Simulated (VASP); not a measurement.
Input of a VASP 6.6.1 run:

File INCAR:

```
PREC = Accurate ; ENCUT = 520
EDIFF = 1E-6 ; ISMEAR = 0
SIGMA = 0.02 ; LREAL = False
LASPH = True ; NELM = 80
ALGO = Normal ; ISIF = 2
LWAVE = False ; LCHARG = False
GGA = PS ; NBANDS = 16
```

Contents of KPOINTS:

```
Automatic mesh
0
Gamma
  8 8 8
```

The input POSCAR:

```
ZnSe
1.0
    0.0000000000      2.9043899580      2.9043899580
    2.9043899580      0.0000000000      2.9043899580
    2.9043899580      2.9043899580      0.0000000000
Zn Se
1 1
Direct
    0.0000000000      0.0000000000      0.0000000000
    0.7500000000      0.7500000000      0.7500000000
```

Potentials or basis: VASP PAW PBE potentials, release 64 (Zn, Se).

Command:

```sh
$ cat potpaw_PBE.64/Zn/POTCAR potpaw_PBE.64/Se/POTCAR > POTCAR
$ mpirun -np 1 vasp_std > vasp.out
```

Predict the pressure.

-4.7 GPa.

What does it give for the band gap on the k mesh?

0.89 eV, direct.

Caveat: the cell differs from its parent crystal (strained); the PAW data sets were made with another functional, which shifts forces and pressure a little.
